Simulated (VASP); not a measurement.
**SnGe3Te4: single point with PBE**

Crystal: SnGe3Te4.

```xyz
8
Lattice="-3.0610 3.0610 6.1139 3.0610 -3.0610 6.1139 3.0610 3.0610 -6.1139" Properties=species:S:1:pos:R:3 pbc="T T T"
Sn    0.0000    0.0000    6.1139
Ge    3.0610    0.0000    3.0570
Ge    0.0000    0.0000    0.0000
Ge    0.0000    3.0610    3.0570
Te    3.0610    0.0000    0.0000
Te    0.0000    0.0000    9.2533
Te    0.0000    3.0610    0.0000
Te    0.0000    0.0000    2.9746
```

```
Program                : VASP 6.6.1
Task                   : single point
Functional             : PBE
Potentials or basis    : VASP PAW PBE potentials, release 64 (Sn_d, Ge_d, Te)
Cutoff                 : 520 eV
k mesh                 : 4 × 4 × 4
Occupations            : gaussian, width 0.1 eV
Spin                   : no spin polarisation
Dipole correction      : no
Further INCAR settings : ALGO = Normal; EDIFF = 1e-06; NBANDS = 50
```

The pressure is -0.1 GPa and the largest force is 0.010 eV/Å.

Forces in eV/Å, atoms in the order of the input:
```
Sn   0.000  0.000  0.000
Ge   0.000  0.000  0.000
Ge   0.000  0.000  0.000
Ge   0.000  0.000  0.000
Te   0.000  0.000  0.000
Te   0.000  0.000 -0.010
Te   0.000  0.000  0.000
Te   0.000  0.000  0.010
```

Stress tensor (GPa, compression positive):
```
-0.05  0.00  0.00
 0.00 -0.05  0.00
 0.00  0.00 -0.25
```

Levels at points of the mesh, in eV from the Fermi level:
```
           k point  band 37  band 38  band 39  band 40  band 41  band 42  band 43  band 44
(0.00, 0.00, 0.00)    -1.98    -1.98    -0.89    -0.63     0.53     0.85     2.35     3.13
(0.50, 0.00, 0.00)    -1.71    -1.69    -1.07    -0.75     0.45     0.70     1.59     1.71
(0.50, 0.50, 0.00)    -1.32    -1.14    -0.56     0.03     0.03     0.06     0.09     0.20
(0.50, 0.50, 0.50)    -2.96    -2.96    -2.24    -2.07     1.94     2.14     2.32     2.32
```

It took 5.6 min on 1 thread of Oxide Virtual Turin-like Processor, on a shared host, peak memory 0.46 GiB.

Caveat: the k points lie up to 0.36 Å⁻¹ apart; spin-orbit coupling is left out, which moves the levels of the heavy elements.
